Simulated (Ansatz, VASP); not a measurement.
**One calculation of Ta, two programs**

```
Ta
1.0
    -1.60567    1.60567    1.60567
     1.60567   -1.60567    1.60567
     1.60567    1.60567   -1.60567
Ta
1
Direct
  0.00000 0.00000 0.00000
```

Alike in both runs: task single point; functional LDA; k mesh 22 × 22 × 22; occupations fermi-dirac, width 0.1 eV; no spin polarisation.

```csv
,VASP,Ansatz
version,VASP 6.6.1,Ansatz 0.2.0
potentials or method,"VASP PAW LDA potentials, release 64 (Ta_sv_GW), cutoff 500 eV","plane waves (420 eV) with PAW, scalar-relativistic"
valence electrons in the cell,13,13
```

|  | VASP | Ansatz | Ansatz less VASP |
| --- | --- | --- | --- |
| pressure (GPa) | 8.4 | 9.2 | +0.77 |

Ansatz warns that its potentials were made for another functional, while VASP's fit it. LDA's correlation is that of Perdew and Zunger in VASP and of Perdew and Wang (1992) in Ansatz.

Spin-orbit coupling is off throughout.
